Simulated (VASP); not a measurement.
# ScHg (Pm-3m) in VASP: further runs

The runs below take ScHg through single point, with LDA.

All numbers are computed with VASP 6.6.1; they aren't measurements. Logs are shortened: lines on timing, memory, paths and dates and some standing lists are left out, and cuts for length are marked.

### Step 1. The cell of the first run

Symmetry: Pm-3m, No. 221, cubic system. Conventional cell: a = 3.385 Å, b = 3.385 Å, c = 3.385 Å, α = 90.00°, β = 90.00°, γ = 90.00°. Sc (site symmetry m-3m) has 8 Hg at 2.93 Å and 6 Sc at 3.38 Å within 3.9 Å. Within 3.9 Å of Hg (site symmetry m-3m) lie 8 Sc at 2.93 Å and 6 Hg at 3.38 Å.

### Step 2. Single point, LDA

Contents of INCAR:

```
SYSTEM = ScHg
PREC = Accurate ; ENCUT = 520
EDIFF = 1E-7 ; ISMEAR = -1
SIGMA = 0.1 ; LREAL = .FALSE.
LASPH = .TRUE. ; NELM = 60
ALGO = Normal ; ISIF = 2
LWAVE = .FALSE. ; LCHARG = .FALSE.
GGA = CA ; NBANDS = 18
```

Contents of KPOINTS:

```
regular mesh
0
G
  7 7 7
  0 0 0
```

Contents of POSCAR:

```
ScHg
1.0
    3.3846091152      0.0000000000      0.0000000000
    0.0000000000      3.3846091152      0.0000000000
    0.0000000000      0.0000000000      3.3846091152
Sc Hg
1 1
Direct
    0.5000000000      0.5000000000      0.5000000000
    0.0000000000      0.0000000000      0.0000000000
```

Potentials or basis: VASP PAW LDA potentials, release 64 (Sc_sv, Hg).

Run with:

```
cat potpaw_LDA.64/Sc_sv/POTCAR potpaw_LDA.64/Hg/POTCAR > POTCAR
mpirun -np 1 vasp_std > vasp.out
```

OUTCAR:

```text
SYSTEM = ScHg
   PREC = Accurate
   ENCUT = 520
   EDIFF = 1E-7
   ISMEAR = -1
   LREAL = .FALSE.
   LASPH = .TRUE.
   NELM = 60
   ISIF = 2
   GGA = CA

 ion  position               nearest neighbor table
   1  0.500  0.500  0.500-   2 2.93   2 2.93   2 2.93   2 2.93   2 2.93   2 2.93   2 2.93   2 2.93

   2  0.000  0.000  0.000-   1 2.93   1 2.93   1 2.93   1 2.93   1 2.93   1 2.93   1 2.93   1 2.93

  LATTYP: Found a simple cubic cell.
 ALAT       =     3.3846091152

  Lattice vectors:

 A1 = (   3.3846091152,   0.0000000000,   0.0000000000)
 A2 = (   0.0000000000,   3.3846091152,   0.0000000000)
 A3 = (   0.0000000000,   0.0000000000,   3.3846091152)

Analysis of symmetry for initial positions (statically):
=====================================================================
 Subroutine PRICEL returns:
 Original cell was already a primitive cell.

 Routine SETGRP: Setting up the symmetry group for a
 simple cubic supercell.

 Subroutine GETGRP returns: Found 48 space group operations
 (whereof 48 operations were pure point group operations)
 out of a pool of 48 trial point group operations.

The static configuration has the point symmetry O_h .

Analysis of symmetry for dynamics (positions and initial velocities):
=====================================================================
 Subroutine PRICEL returns:
 Original cell was already a primitive cell.

 Routine SETGRP: Setting up the symmetry group for a
 simple cubic supercell.

 Subroutine GETGRP returns: Found 48 space group operations
 (whereof 48 operations were pure point group operations)
 out of a pool of 48 trial point group operations.

The dynamic configuration has the point symmetry O_h .

 Subroutine INISYM returns: Found 48 space group operations
 (whereof 48 operations are pure point group operations),
 and found     1 'primitive' translations

----------------------------------------------------------------------------------------

                                     Primitive cell

  volume of cell :      38.7727

  direct lattice vectors                    reciprocal lattice vectors
     3.384609115  0.000000000  0.000000000     0.295455093  0.000000000  0.000000000
     0.000000000  3.384609115  0.000000000     0.000000000  0.295455093  0.000000000
     0.000000000  0.000000000  3.384609115     0.000000000  0.000000000  0.295455093

  length of vectors
     3.384609115  3.384609115  3.384609115     0.295455093  0.295455093  0.295455093

  position of ions in fractional coordinates (direct lattice)
     0.500000000  0.500000000  0.500000000
     0.000000000  0.000000000  0.000000000

  ion indices of the primitive-cell ions
   primitive index   ion index
                 1           1
                 2           2

----------------------------------------------------------------------------------------

 KPOINTS: regular mesh

Automatic generation of k-mesh.
 Grid dimensions read from file:
 generate k-points for:    7    7    7

 Generating k-lattice:

  Cartesian coordinates                     Fractional coordinates (reciprocal lattice)
     0.042207870  0.000000000  0.000000000     0.142857143  0.000000000  0.000000000
     0.000000000  0.042207870  0.000000000     0.000000000  0.142857143  0.000000000
     0.000000000  0.000000000  0.042207870     0.000000000  0.000000000  0.142857143

  Length of vectors
     0.042207870  0.042207870  0.042207870

  Shift w.r.t. Gamma in fractional coordinates (k-lattice)
     0.000000000  0.000000000  0.000000000

 Subroutine IBZKPT returns following result:
 ===========================================

 Found     20 irreducible k-points:

 Following reciprocal coordinates:
            Coordinates               Weight
  0.000000  0.000000  0.000000      1.000000
  0.142857  0.000000  0.000000      6.000000
  0.285714  0.000000  0.000000      6.000000
  0.428571  0.000000  0.000000      6.000000
  0.142857  0.142857  0.000000     12.000000
  0.285714  0.142857  0.000000     24.000000
[... 12 lines left out ...]
  0.428571  0.428571  0.285714     24.000000
  0.428571  0.428571  0.428571      8.000000
   k-points           NKPTS =     20   k-points in BZ     NKDIM =     20   number of bands    NBANDS=     18
   number of dos      NEDOS =    301   number of ions     NIONS =      2
   total plane-waves  NPLWV =  21952
   dimension x,y,z NGX =    28 NGY =   28 NGZ =   28
   dimension x,y,z NGXF=    56 NGYF=   56 NGZF=   56
   ions per type =               1   1
   NGX,Y,Z   is equivalent  to a cutoff of  13.75, 13.75, 13.75 a.u.
   NGXF,Y,Z  is equivalent  to a cutoff of  27.51, 27.51, 27.51 a.u.
 SYSTEM =  ScHg
   PREC   = accura    normal or accurate (medium, high low for compatibility)
   ISTART =      0    job   : 0-new  1-cont  2-samecut
   ICHARG =      2    charge: 1-file 2-atom 10-const
   ISPIN  =      1    spin polarized calculation?
   LNONCOLLINEAR =      F non collinear calculations
   LSORBIT =      F    spin-orbit coupling
   LASPH  =      T    aspherical Exc in radial PAW
   ENCUT  =  520.0 eV  38.22 Ry    6.18 a.u.   6.29  6.29  6.29*2*pi/ulx,y,z
   NELM   =     60;   NELMIN=  2; NELMDL= -5     # of ELM steps
   EDIFF  = 0.1E-06   stopping-criterion for ELM
   LREAL  =      F    real-space projection
   EDIFFG = 0.1E-05   stopping-criterion for IOM
   NSW    =      0    number of steps for IOM
   IBRION =     -1    ionic relax: 0-MD 1-quasi-New 2-CG
   NFREE  =      0    steps in history (QN), initial steepest desc. (CG)
   ISIF   =      2    stress and relaxation
   ISYM   =      2    0-nonsym 1-usesym 2-fastsym
   POTIM  = 0.5000    time-step for ionic-motion
   TEBEG  =    0.0;   TEEND  =   0.0 temperature during run
   PSTRESS=    0.0 pullay stress
   NELECT =      23.0000    total number of electrons
   NUPDOWN=      -1.0000    fix difference up-down
   EMIN   =  10.00;   EMAX   =-10.00  energy-range for DOS
   EFERMI =   0.00;   METHOD = LEGACY
   ISMEAR =    -1;   SIGMA  =   0.10  broadening in eV -4-tet -1-fermi 0-gaus
   EFERMI_NEDOS =   21; number of points for ismear=-14 and -15
   IALGO  =     38    algorithm
   IMIX   =      4    mixing-type and parameters
     AMIX     =   0.40;   BMIX     =  1.00
     AMIX_MAG =   1.60;   BMIX_MAG =  1.00
  volume/ion in A,a.u.               =      19.39       130.83
  Fermi-wavevector in a.u.,A,eV,Ry     =   1.375547  2.599408 25.744004  1.892131
  Thomas-Fermi vector in A             =   2.500873
   LORBIT       =      0    0 simple, 1 ext, 2 COOP (PROOUT), +10 PAW based schemes
   GGA     = CA    functional components
   LHFCALC =     F    Hartree Fock is set to
   AEXX    =    0.0000 exact exchange contribution
   IVDW    =     0    specifies the selected vdW correction
   LEPSILON=     F    determine dielectric tensor
   LRPA    =     F    only Hartree local field effects (RPA)
 non-spin polarized calculation
  energy-cutoff  :      520.00
  volume of cell :       38.77
 maximum number of plane-waves:      1054
 NGX is ok and might be reduce to    28
   NGX = 13   NGY = 13   NGZ = 13

 number of electron      23.0000003 magnetization

 Free energy of the ion-electron system (eV)
  ---------------------------------------------------
  ext. energy  EPLUGINS =         0.00000000
  ---------------------------------------------------
  free energy    TOTEN  =        -8.86723099 eV

  energy without entropy =       -8.80494523  energy(sigma->0) =       -8.83608811

 E-fermi :   5.0085     XC(G=0): -11.7331

 val. band max:        4.9518462229   @ k =   0.4286   0.0000   0.0000
 cond. band min:       5.0771868889   @ k =   0.4286   0.2857   0.0000
 fundamental gap:      0.1253406660
 Fermi energy:         5.0084604351

 k-point     1 :       0.0000    0.0000    0.0000
  band No.  band energies     occupation
      1     -44.1901      2.00000
      2     -23.1079      2.00000
      3     -23.1079      2.00000
      4     -23.1079      2.00000
      5      -4.0379      2.00000
      6      -3.3645      2.00000
[... 10 lines left out ...]
     17      10.3505      0.00000
     18      10.3505      0.00000

 k-point     2 :       0.1429    0.0000    0.0000
  band No.  band energies     occupation
      1     -44.1872      2.00000
      2     -23.1426      2.00000
      3     -23.1059      2.00000
      4     -23.1059      2.00000
      5      -3.7363      2.00000
      6      -3.3210      2.00000
[... 10 lines left out ...]
     17      11.3286      0.00000
     18      11.3286      0.00000

 k-point     3 :       0.2857    0.0000    0.0000
  band No.  band energies     occupation
      1     -44.1808      2.00000
      2     -23.2197      2.00000
      3     -23.1013      2.00000
      4     -23.1013      2.00000
      5      -3.2643      2.00000
      6      -3.2200      2.00000
[... 10 lines left out ...]
     17      13.2779      0.00000
     18      13.2779      0.00000

 k-point     4 :       0.4286    0.0000    0.0000
  band No.  band energies     occupation
      1     -44.1756      2.00000
      2     -23.2807      2.00000
      3     -23.0977      2.00000
      4     -23.0977      2.00000
      5      -3.1357      2.00000
      6      -3.0429      2.00000
[... 291 lines left out ...]
      4     -23.1856      2.00000
      5      -3.0765      2.00000
      6      -2.8840      2.00000
[... 10 lines left out ...]
     17       9.5091      0.00000
     18      12.3084      0.00000

 k-point    19 :       0.4286    0.4286    0.2857
  band No.  band energies     occupation
      1     -44.1541      2.00000
      2     -23.2417      2.00000
      3     -23.2412      2.00000
      4     -23.1814      2.00000
      5      -3.1456      2.00000
      6      -2.9167      2.00000
[... 10 lines left out ...]
     17       9.5147      0.00000
     18      11.7637      0.00000

 k-point    20 :       0.4286    0.4286    0.4286
  band No.  band energies     occupation
      1     -44.1493      2.00000
      2     -23.2371      2.00000
      3     -23.2371      2.00000
      4     -23.2366      2.00000
      5      -3.0619      2.00000
      6      -3.0101      2.00000
[... 10 lines left out ...]
     17      10.9830      0.00000
     18      10.9830      0.00000

------------------------ aborting loop because EDIFF is reached ----------------------------------------

  FORCE on cell =-STRESS in cart. coord.  units (eV):
  Direction    XX          YY          ZZ          XY          YZ          ZX
  --------------------------------------------------------------------------------------
  -------------------------------------------------------------------------------------
  Total        1.0832878      1.0832878      1.0832878     -0.0000000     -0.0000000     -0.0000000
  in kB       44.7639971     44.7639971     44.7639971     -0.0000000     -0.0000000     -0.0000000
  external PRESSURE =      44.7639971 kB  Pullay stress =       0.0000000 kB

 VOLUME and BASIS-vectors are now :
 -----------------------------------------------------------------------------
  energy-cutoff  :      520.00
  volume of cell :       38.77
      direct lattice vectors                 reciprocal lattice vectors
     3.384609115  0.000000000  0.000000000     0.295455093  0.000000000  0.000000000
     0.000000000  3.384609115  0.000000000     0.000000000  0.295455093  0.000000000
     0.000000000  0.000000000  3.384609115     0.000000000  0.000000000  0.295455093

 POSITION                                       TOTAL-FORCE (eV/Angst)
 -----------------------------------------------------------------------------------
      1.69230      1.69230      1.69230         0.000000      0.000000      0.000000
      0.00000      0.00000      0.00000         0.000000      0.000000      0.000000
 -----------------------------------------------------------------------------------
    total drift:                                0.000000      0.000000      0.000000

  FREE ENERGIE OF THE ION-ELECTRON SYSTEM (eV)
  ---------------------------------------------------
  free  energy   TOTEN  =        -8.8672309887 eV

  energy  without entropy=       -8.8049452255  energy(sigma->0) =       -8.83608811
```

Run time: 14 s. Hardware: 1 thread of AMD EPYC 7R13 (Zen 3), shared host; peak memory 0.12 GiB.

Results:

```
Free energy : -8.8672 eV
Pressure    : 4.5 GPa
```

Levels at points of the mesh, in eV from the Fermi level:
| k point | band 7 | band 8 | band 9 | band 10 | band 11 | band 12 | band 13 | band 14 | band 15 | band 16 |
| --- | --- | --- | --- | --- | --- | --- | --- | --- | --- | --- |
| (0.00, 0.00, 0.00) | -8.37 | -7.35 | -7.35 | -7.35 | 0.39 | 0.39 | 2.77 | 2.77 | 2.77 | 5.34 |

Caveat: spin-orbit coupling is left out, which moves the levels of the heavy elements.

### Step 3. Single point, LDA

This run uses another cell than the first one, of 19.95 Å³/atom, 1.029 times its volume.

Contents of INCAR:

```
  ALGO = Normal
  EDIFF = 1E-6
  ENCUT = 520
  GGA = CA
  ISIF = 2
  ISMEAR = -1
  LASPH = True
  LCHARG = False
  LREAL = False
  LWAVE = False
  NBANDS = 18
  NELM = 100
  PREC = Accurate
  SIGMA = 0.1
```

Contents of KPOINTS:

```
k-points
0
Gamma
  7 7 7
```

Contents of POSCAR:

```
ScHg
1.0
    3.4169996873      0.0000000000      0.0000000000
    0.0000000000      3.4169996873      0.0000000000
    0.0000000000      0.0000000000      3.4169996873
Sc Hg
1 1
Direct
    0.5000000000      0.5000000000      0.5000000000
    0.0000000000      0.0000000000      0.0000000000
```

Potentials or basis: VASP PAW LDA potentials, release 64 (Sc_sv, Hg).

Run with:

```
cat potpaw_LDA.64/Sc_sv/POTCAR potpaw_LDA.64/Hg/POTCAR > POTCAR
mpirun -np 1 vasp_std > vasp.out
```

Run time: 12 s. Hardware: 1 thread of AMD EPYC 7R13 (Zen 3), shared host; peak memory 0.12 GiB.

The run converged. Its results:

| Quantity | Value |
| --- | --- |
| Free energy | -8.8882 eV |
| Pressure | 1.3 GPa |

Levels at points of the mesh, in eV from the Fermi level:
| k point | band 9 | band 10 | band 11 | band 12 | band 13 | band 14 |
| --- | --- | --- | --- | --- | --- | --- |
| (0.00, 0.00, 0.00) | -7.28 | -7.28 | 0.37 | 0.37 | 2.67 | 2.67 |

Caveat: spin-orbit coupling is left out, which moves the levels of the heavy elements.

### Step 4. Single point, LDA

This run uses another cell than the first one, of 20.51 Å³/atom, 1.058 times its volume.

Contents of INCAR:

```
ALGO     = Normal         # electronic algorithm
EDIFF    = 1E-7           # SCF threshold, eV
ENCUT    = 520            # plane-wave cutoff, eV
ISIF     = 2              # what is computed and relaxed
ISMEAR   = -1             # smearing method
LASPH    = True           # aspherical terms in the spheres
LCHARG   = False          # write CHGCAR
LREAL    = False          # projectors in reciprocal space
LWAVE    = False          # write WAVECAR
NBANDS   = 18             # bands
NELM     = 60             # most SCF steps
PREC     = Accurate       # precision mode
SIGMA    = 0.1            # smearing width, eV
```

KPOINTS is that of step 3.

Contents of POSCAR:

```
ScHg
1.0
    3.4487875563      0.0000000000      0.0000000000
    0.0000000000      3.4487875563      0.0000000000
    0.0000000000      0.0000000000      3.4487875563
Sc Hg
1 1
Direct
    0.5000000000      0.5000000000      0.5000000000
    0.0000000000      0.0000000000      0.0000000000
```

Run with:

```
cat potpaw_LDA.64/Sc_sv/POTCAR potpaw_LDA.64/Hg/POTCAR > POTCAR
mpirun -np 1 vasp_std > vasp.out
```

Wall time 14 s (1 thread of AMD EPYC 7R13 (Zen 3), shared host); peak memory 0.12 GiB.

Results (log left out):

```
Free energy : -8.8885 eV
Pressure    : -1.4 GPa
```

Levels at points of the mesh, in eV from the Fermi level:
```csv
k point,band 7,band 8,band 9,band 10,band 11,band 12,band 13,band 14,band 15,band 16
"(0.00, 0.00, 0.00)",-8.11,-7.22,-7.22,-7.22,0.35,0.35,2.57,2.57,2.57,5.10
```

Caveat: spin-orbit coupling is left out, which moves the levels of the heavy elements.

[end of part 1 of 2]
